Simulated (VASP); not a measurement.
The system is C.

```xyz
2
Lattice="0.0000 1.7952 1.7952 1.7952 0.0000 1.7952 1.7952 1.7952 0.0000" Properties=species:S:1:pos:R:3 pbc="T T T"
C     2.6928    2.6928    2.6928
C     1.7952    1.7952    1.7952
```

Base run:

```yaml
Program: VASP 6.6.1
Functional: r2SCAN
Potentials_or_basis: VASP PAW PBE potentials, release 64 (C_h)
Cutoff: 1430 eV
k_mesh: 13 × 13 × 13
Occupations: fermi-dirac, width 0.05 eV
Spin: no spin polarisation
```

Its results: band gap on the k mesh 4.32 eV (least direct gap 5.82 eV); pressure -11.5 GPa.

The run is repeated on the same cell with these changes: dispersion from none to D3(BJ). What comes out?

Band gap on the k mesh 4.32 eV (least direct gap 5.82 eV); pressure -13.9 GPa.

Dispersion adds attraction, which lowers the pressure at fixed volume and, as a term added to the energy, leaves the levels alone.

Caveats: the cell stands under tension; the PAW data sets were made with another functional, which shifts forces and pressure a little; an odd mesh through Γ misses points on the zone boundary, where band edges can lie.
